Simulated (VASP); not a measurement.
# Al2H (P-3m1) in VASP: single point with PBE

Aim: the single point of Al2H with PBE.

Program: VASP 6.6.1. These are calculated values, not measurements. Logs are shortened: lines on timing, memory, paths and dates and some standing lists are left out, and cuts for length are marked.

## 1. The cell of the first run

It takes space group P-3m1 (No. 164, trigonal). The conventional cell has a = 2.929 Å, b = 2.929 Å, c = 4.840 Å, α = 90.00°, β = 90.00°, γ = 120.00°. Al (site symmetry 3m) has 3 H at 2.10 Å and 12 Al at 2.89 to 3.02 Å within 3.1 Å. H (site symmetry -3m) has 6 Al at 2.10 Å within 2.8 Å.

## 2. Single point, PBE

The input, INCAR:

```
  ALGO = Normal
  EDIFF = 1E-6
  ENCUT = 500
  GGA = PE
  GGA_COMPAT = F
  ISIF = 2
  ISMEAR = 0
  LASPH = T
  LCHARG = F
  LREAL = F
  LWAVE = F
  NBANDS = 10
  NELM = 120
  PREC = Accurate
  SIGMA = 0.2
```

The input, KPOINTS:

```
k-points
0
Gamma
  8 8 4
```

The input, POSCAR:

```
Al2H
1.0
    2.9289068352      0.0000000000      0.0000000000
   -1.4644534176      2.5365077246      0.0000000000
    0.0000000000      0.0000000000      4.8401518764
Al H
2 1
Direct
    0.6666666667      0.3333333333      0.7415246318
    0.3333333333      0.6666666667      0.2584753682
    0.0000000000      0.0000000000      0.0000000000
```

Potentials or basis: VASP PAW PBE potentials, release 64 (Al, H).

Started as:

```
cat potpaw_PBE.64/Al/POTCAR potpaw_PBE.64/H/POTCAR > POTCAR
mpirun -np 1 vasp_std > vasp.out
```

OUTCAR:

```text
EDIFF = 1E-6
   ENCUT = 500
   GGA = PE
   ISIF = 2
   ISMEAR = 0
   LASPH = T
   LREAL = F
   NELM = 120
   PREC = Accurate

 ion  position               nearest neighbor table
   1  0.667  0.333  0.742-   3 2.10   3 2.10   3 2.10   2 2.89   2 2.89   2 2.89   2 3.02   2 3.02
                             2 3.02
   2  0.333  0.667  0.258-   3 2.10   3 2.10   3 2.10   1 2.89   1 2.89   1 2.89   1 3.02   1 3.02
                             1 3.02
   3  0.000  0.000  0.000-   1 2.10   2 2.10   2 2.10   1 2.10   1 2.10   2 2.10

  LATTYP: Found a hexagonal cell.
 ALAT       =     2.9289068352
 C/A-ratio  =     1.6525455225

  Lattice vectors:

 A1 = (   2.9289068352,   0.0000000000,   0.0000000000)
 A2 = (  -1.4644534176,   2.5365077246,   0.0000000000)
 A3 = (   0.0000000000,   0.0000000000,   4.8401518764)

Analysis of symmetry for initial positions (statically):
=====================================================================
 Subroutine PRICEL returns:
 Original cell was already a primitive cell.

 Routine SETGRP: Setting up the symmetry group for a
 hexagonal supercell.

 Subroutine GETGRP returns: Found 12 space group operations
 (whereof 12 operations were pure point group operations)
 out of a pool of 24 trial point group operations.

The static configuration has the point symmetry D_3d.

Analysis of symmetry for dynamics (positions and initial velocities):
=====================================================================
 Subroutine PRICEL returns:
 Original cell was already a primitive cell.

 Routine SETGRP: Setting up the symmetry group for a
 hexagonal supercell.

 Subroutine GETGRP returns: Found 12 space group operations
 (whereof 12 operations were pure point group operations)
 out of a pool of 24 trial point group operations.

The dynamic configuration has the point symmetry D_3d.

 Subroutine INISYM returns: Found 12 space group operations
 (whereof 12 operations are pure point group operations),
 and found     1 'primitive' translations

----------------------------------------------------------------------------------------

                                     Primitive cell

  volume of cell :      35.9584

  direct lattice vectors                    reciprocal lattice vectors
     2.928906835  0.000000000  0.000000000     0.341424312  0.197121418  0.000000000
    -1.464453418  2.536507725  0.000000000     0.000000000  0.394242836  0.000000000
     0.000000000  0.000000000  4.840151876     0.000000000  0.000000000  0.206605087

  length of vectors
[... 95 lines left out ...]
   NELECT =       7.0000    total number of electrons
   NUPDOWN=      -1.0000    fix difference up-down
   EMIN   =  10.00;   EMAX   =-10.00  energy-range for DOS
   EFERMI =   0.00;   METHOD = LEGACY
   ISMEAR =     0;   SIGMA  =   0.20  broadening in eV -4-tet -1-fermi 0-gaus
   EFERMI_NEDOS =   21; number of points for ismear=-14 and -15
   IALGO  =     38    algorithm
   IMIX   =      4    mixing-type and parameters
     AMIX     =   0.40;   BMIX     =  1.00
     AMIX_MAG =   1.60;   BMIX_MAG =  1.00
  volume/ion in A,a.u.               =      11.99        80.89
  Fermi-wavevector in a.u.,A,eV,Ry     =   0.948798  1.792969 12.248214  0.900218
  Thomas-Fermi vector in A             =   2.077021
   LORBIT       =      0    0 simple, 1 ext, 2 COOP (PROOUT), +10 PAW based schemes
   GGA     = PE    functional components
   LHFCALC =     F    Hartree Fock is set to
   AEXX    =    0.0000 exact exchange contribution
   IVDW    =     0    specifies the selected vdW correction
   LEPSILON=     F    determine dielectric tensor
   LRPA    =     F    only Hartree local field effects (RPA)
 non-spin polarized calculation
 Gauss-broadening in eV      SIGMA  =   0.20
  energy-cutoff  :      500.00
  volume of cell :       35.96
 maximum number of plane-waves:       930
 NGX is ok and might be reduce to    24
   NGX = 11   NGY = 11   NGZ = 17

 number of electron       6.9999999 magnetization

 Free energy of the ion-electron system (eV)
  ---------------------------------------------------
  ext. energy  EPLUGINS =         0.00000000
  ---------------------------------------------------
  free energy    TOTEN  =       -10.15176812 eV

  energy without entropy =      -10.14450435  energy(sigma->0) =      -10.14813623

 E-fermi :   7.6237     XC(G=0): -10.2489

 val. band max:        7.6167433390   @ k =   0.2500   0.2500   0.5000
 cond. band min:       7.6906611294   @ k =   0.3750   0.2500   0.5000
 fundamental gap:      0.0739177905
 Fermi energy:         7.6236961993

 k-point     1 :       0.0000    0.0000    0.0000
  band No.  band energies     occupation
      1      -4.3841      2.00000
      2       1.5550      2.00000
      3       2.8041      2.00000
      4      15.3617      0.00000
      5      17.3990      0.00000
      6      17.3990      0.00000
      7      17.4127      0.00000
      8      17.4127      0.00000
      9      18.9547      0.00000
     10      19.7350      0.00000
[... 287 lines left out ...]
 k-point    24 :       0.2500    0.2500    0.2500
  band No.  band energies     occupation
      1      -0.1743      2.00000
      2       3.3729      2.00000
      3       5.5443      2.00000
      4       6.7694      2.00000
      5       9.0539      0.00000
      6       9.7147      0.00000
      7      10.0138      0.00000
      8      14.6832      0.00000
      9      15.5266      0.00000
     10      18.7393      0.00000

 [... further k-points ...]

------------------------ aborting loop because EDIFF is reached ----------------------------------------

  FORCE on cell =-STRESS in cart. coord.  units (eV):
  Direction    XX          YY          ZZ          XY          YZ          ZX
  --------------------------------------------------------------------------------------
  -------------------------------------------------------------------------------------
  Total       -0.1421610     -0.1421610      0.0836620      0.0000000     -0.0000000      0.0000000
  in kB       -6.3341777     -6.3341777      3.7276756      0.0000000     -0.0000000      0.0000000
  external PRESSURE =      -2.9802266 kB  Pullay stress =       0.0000000 kB

 VOLUME and BASIS-vectors are now :
 -----------------------------------------------------------------------------
  energy-cutoff  :      500.00
  volume of cell :       35.96
      direct lattice vectors                 reciprocal lattice vectors
     2.928906835  0.000000000  0.000000000     0.341424312  0.197121418  0.000000000
    -1.464453418  2.536507725  0.000000000     0.000000000  0.394242836  0.000000000
     0.000000000  0.000000000  4.840151876     0.000000000  0.000000000  0.206605087

 POSITION                                       TOTAL-FORCE (eV/Angst)
 -----------------------------------------------------------------------------------
      1.46445      0.84550      3.58909        -0.000000     -0.000000     -0.058141
     -0.00000      1.69101      1.25106         0.000000      0.000000      0.058141
      0.00000      0.00000      0.00000         0.000000      0.000000      0.000000
 -----------------------------------------------------------------------------------
    total drift:                               -0.000000     -0.000000     -0.000000

  FREE ENERGIE OF THE ION-ELECTRON SYSTEM (eV)
  ---------------------------------------------------
  free  energy   TOTEN  =       -10.1517681213 eV

  energy  without entropy=      -10.1445043461  energy(sigma->0) =      -10.14813623
```

OSZICAR:

```text
N       E                     dE             d eps       ncg     rms          rms(c)
DAV:   1    -0.262355145603E+01   -0.26236E+01   -0.20302E+03   700   0.462E+02
DAV:   2    -0.101456770778E+02   -0.75221E+01   -0.71522E+01   900   0.549E+01
DAV:   3    -0.103575643671E+02   -0.21189E+00   -0.21112E+00   952   0.765E+00
DAV:   4    -0.103584433783E+02   -0.87901E-03   -0.87897E-03   836   0.580E-01
DAV:   5    -0.103584517345E+02   -0.83561E-05   -0.83574E-05   878   0.599E-02    0.250E+00
DAV:   6    -0.101994756647E+02    0.15898E+00   -0.23190E-01   782   0.199E+00    0.127E+00
DAV:   7    -0.101542879661E+02    0.45188E-01   -0.10565E-01   838   0.154E+00    0.310E-01
DAV:   8    -0.101520179002E+02    0.22701E-02   -0.10542E-02   796   0.608E-01    0.123E-01
DAV:   9    -0.101517696583E+02    0.24824E-03   -0.49338E-04   816   0.110E-01    0.411E-02
DAV:  10    -0.101517672111E+02    0.24472E-05   -0.28757E-05   796   0.298E-02    0.235E-02
DAV:  11    -0.101517681213E+02   -0.91020E-06   -0.22424E-06   776   0.905E-03
   1 F= -.10151768E+02 E0= -.10148136E+02  d E =-.726378E-02
```

stdout:

```text
POSCAR found type information on POSCAR AlH
 POSCAR found :  2 types and       3 ions
 scaLAPACK will be used
 LDA part: xc-table for (Slater+PW92), standard interpolation
 POSCAR, INCAR and KPOINTS ok, starting setup
 FFT: planning ... GRIDC
 FFT: planning ... GRID_SOFT
 FFT: planning ... GRID
 WAVECAR not read
 entering main loop
```

It took 15 s on 1 thread of Intel Xeon 8259CL, shared host; peak memory 0.15 GiB.

What came out:

```
Free energy            : -10.1518 eV
Pressure               : -0.3 GPa
Largest force          : 0.058 eV/Å
Band gap on the k mesh : zero (an odd number of electrons rules out a gap without spin polarisation)
```

Forces in eV/Å, atoms in the order of the input:
```
Al   0.000  0.000 -0.058
Al   0.000  0.000  0.058
H    0.000  0.000  0.000
```

Levels at points of the mesh, in eV from the Fermi level:
```
           k point  band 1  band 2  band 3  band 4  band 5  band 6  band 7  band 8
(0.00, 0.00, 0.00)  -12.01   -6.07   -4.82    7.74    9.78    9.78    9.79    9.79
(0.50, 0.00, 0.00)   -7.46   -5.43   -1.11    0.09    0.32    1.26    4.76    5.66
(0.00, 0.00, 0.50)  -11.18   -9.32    1.59    2.33    8.23   10.83   10.83   11.09
(0.50, 0.00, 0.50)   -7.03   -4.10   -3.78   -3.55    5.11    5.92    6.38    6.57
```

The gap in the log of VASP goes by the Fermi energy; the results here count the filled bands.